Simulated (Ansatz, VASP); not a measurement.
CsPbCl3: VASP beside Ansatz

```
Pb Cs Cl
1.0
     5.60500    0.00000    0.00000
     0.00000    5.60500    0.00000
     0.00000    0.00000    5.60500
Pb Cs Cl
1 1 3
Direct
  0.49379 0.49867 0.50007
  0.99308 0.00081 0.00093
  0.49719 0.00322 0.50560
  0.99688 0.50060 0.50076
  0.50141 0.50333 0.00266
```

Change from the starting cell: atoms moved at random, drawn with an rms of 0.05 Å.

Alike in both runs: task single point; functional PBE; k mesh 5 × 5 × 5; occupations fermi-dirac, width 0.05 eV; no spin polarisation.

|  | VASP | Ansatz |
| --- | --- | --- |
| version | VASP 6.6.1 | Ansatz 0.2.0 |
| potentials or method | VASP PAW PBE potentials, release 64 (Pb_d, Cs_sv, Cl) | Ansatz PAW |
| plane-wave cutoff (eV) | 520 | 420 |
| valence electrons in the cell | 44 | 44 |

|  | VASP | Ansatz | Ansatz less VASP |
| --- | --- | --- | --- |
| gap on the k mesh at the Fermi level (eV) | 2.94 | 2.93 | -0.009 |
| least direct gap on the mesh (eV) | 2.94 | 2.93 | -0.009 |
| pressure (GPa) | 1.7 | 1.7 | +0.05 |
| rms of the force components (eV/Å) | 0.033 | 0.033 | +0.0001 |

Atom by atom the forces differ by 0.000 eV/Å (rms over components).

Neither program's run includes spin-orbit coupling. Noted on Ansatz's run: odd divisions of the mesh miss points on the zone boundary, where band edges often lie, so the gap on the mesh can be too wide.
